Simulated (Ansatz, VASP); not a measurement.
# One calculation of Li2O, two programs

```
Li O
1.0
     0.00000    2.32480    2.32480
     2.32480    0.00000    2.32480
     2.32480    2.32480    0.00000
Li O
2 1
Direct
  0.25000 0.25000 0.25000
  0.75000 0.75000 0.75000
  0.00000 0.00000 0.00000
```

Change from the starting cell: volume scaled by 1.02, PAW files.

Alike in both runs: task electric field gradients; functional PBEsol; k mesh 9 × 9 × 9; occupations fermi-dirac, width 0.03 eV; no spin polarisation.

|  | VASP | Ansatz |
| --- | --- | --- |
| version | VASP 6.6.1 | Ansatz 0.2.0 |
| potentials or method | VASP PAW PBE potentials, release 64 (Li_sv, O) | PAW with Ansatz's default frozen-core files, scalar-relativistic |
| plane-wave cutoff (eV) | 650 | 420 |
| valence electrons in the cell | 12 | 12 |

```csv
,VASP,Ansatz,Ansatz less VASP
gap on the k mesh at the Fermi level (eV),4.88,4.90,+0.013
pressure (GPa),-3.7,-3.4,+0.22
```

VASP's potentials were made for PBE, not for PBEsol.
